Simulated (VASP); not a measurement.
NiPt5, 6 atoms in the cell. Symmetry: P4/mmm, No. 123, tetragonal system. Conventional cell: a = 2.775 Å, b = 2.775 Å, c = 11.571 Å, α = 90.00°, β = 90.00°, γ = 90.00°. Within 3.5 Å of Ni (site symmetry 4/mmm) lie 8 Pt at 2.62 Å and 4 Ni at 2.77 Å. Within 3.7 Å of Pt (site symmetry 4mm) lie 12 Pt at 2.77 to 2.83 Å. Within 3.5 Å of Pt (site symmetry 4mm) lie 4 Ni at 2.62 Å and 9 Pt at 2.77 to 3.46 Å. Pt (site symmetry 4/mmm) has 12 Pt at 2.77 to 2.82 Å within 3.7 Å. 

```yaml
Program: VASP 6.6.1
Task: single point
Functional: PBE
Potentials_or_basis: VASP PAW PBE potentials, release 64 (Ni, Pt)
Cutoff: 520 eV
k_mesh: 6 × 6 × 2
Occupations: gaussian, width 0.1 eV
Spin: collinear spin, ferromagnetic start
Starting_moments: "[2.0, 0.0, 0.0, 0.0, 0.0, 0.0] μB"
Dipole_correction: no
Further_INCAR_settings: ALGO = Normal; EDIFF = 1e-07; NBANDS = 43
```

Potentials or basis: VASP PAW PBE potentials, release 64 (Ni, Pt).

Launch:

```bash
$ cat potpaw_PBE.64/Ni/POTCAR potpaw_PBE.64/Pt/POTCAR > POTCAR
$ mpirun -np 1 vasp_std > vasp.out
```

Hardware: 1 thread of Intel(R) Xeon(R) Platinum 8259CL CPU @ 2.50GHz (Skylake/Cascade Lake), with other jobs on the host.

Task: Estimate the wall time of this run.

Result: It took 4.6 min on 1 thread of Intel(R) Xeon(R) Platinum 8259CL CPU @ 2.50GHz (Skylake/Cascade Lake), with other jobs on the host, peak memory 0.32 GiB. Counts: scf iterations 29, k points 20.
